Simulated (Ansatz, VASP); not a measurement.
ZrCl5: VASP beside Ansatz

```
Zr Cl
1.0
     4.91382    0.00000    0.00000
    -2.45691    4.25549    0.00000
     0.00000    0.00000    6.22352
Zr Cl
1 5
Direct
  0.00000 0.00000 0.50000
  0.33333 0.66667 0.00000
  0.66667 0.33333 0.00000
  0.33333 0.66667 0.50000
  0.66667 0.33333 0.50000
  0.00000 0.00000 0.00000
```

Alike in both runs: functional PBE; k mesh 6 × 6 × 4; occupations gaussian, width 0.1 eV; no spin polarisation.

Ansatz relaxed the structure, and its values are those at the end. VASP's run is a single point on that final structure, the one shown.

```csv
,VASP,Ansatz
version,VASP 6.6.1,Ansatz 0.2.0
potentials or method,"VASP PAW PBE potentials, release 64 (Zr_sv, Cl), cutoff 520 eV","scalar-relativistic, plane waves, PAW"
valence electrons in the cell,47,47
```

VASP gave:

| Property | Result |
| --- | --- |
| gap on the k mesh at the Fermi level (eV) | none |
| pressure (GPa) | -0.1 |

Question: What did Ansatz give for the same quantities?

Answer: gap on the k mesh at the Fermi level (eV): none; pressure (GPa): 0.0.

A gap of «none» marks a metal or a gap that the smearing closes.
